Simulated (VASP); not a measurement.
A run of VASP 6.6.1 is set up as follows.

INCAR

```
SYSTEM = Li2F3
PREC = Accurate
ENCUT = 520
EDIFF = 1E-6
ISMEAR = 0
SIGMA = 0.1
LREAL = .False.
LASPH = .True.
NELM = 150
ALGO = Normal
ISIF = 2
LWAVE = .False.
LCHARG = .False.
ISPIN = 2
MAGMOM = 0 0 0.36 0.36 0.36
LORBIT = 11
GGA = PE
NBANDS = 26
```

File KPOINTS:

```
Automatic mesh
0
Gamma
  12 12 6
  0 0 0
```

POSCAR

```
Li2F3
1.0
    3.1429205536      0.0000000000      0.0000000000
   -1.5714602768      2.7218490415      0.0000000000
    0.0000000000      0.0000000000      5.9130957788
Li F
2 3
Direct
    0.3333333333      0.6666666667      0.2300800132
    0.6666666667      0.3333333333      0.7699199868
    0.0000000000      0.0000000000      0.0000000000
    0.3333333333      0.6666666667      0.6730767003
    0.6666666667      0.3333333333      0.3269232997
```

Potentials or basis: VASP PAW PBE potentials, release 64 (Li_sv, F).

Launch:

```bash
$ cat potpaw_PBE.64/Li_sv/POTCAR potpaw_PBE.64/F/POTCAR > POTCAR
$ mpirun -np 1 vasp_std > vasp.out
```

Q: Estimate the largest force.

A: 0.010 eV/Å.

Q: Predict the band gap on the k mesh.

A: Zero (filled and empty bands overlap).

Forces in eV/Å, atoms in the order of the input:
```
Li   0.000  0.000 -0.010
Li   0.000  0.000  0.010
F    0.000  0.000  0.000
F    0.000  0.000 -0.007
F    0.000  0.000  0.007
```
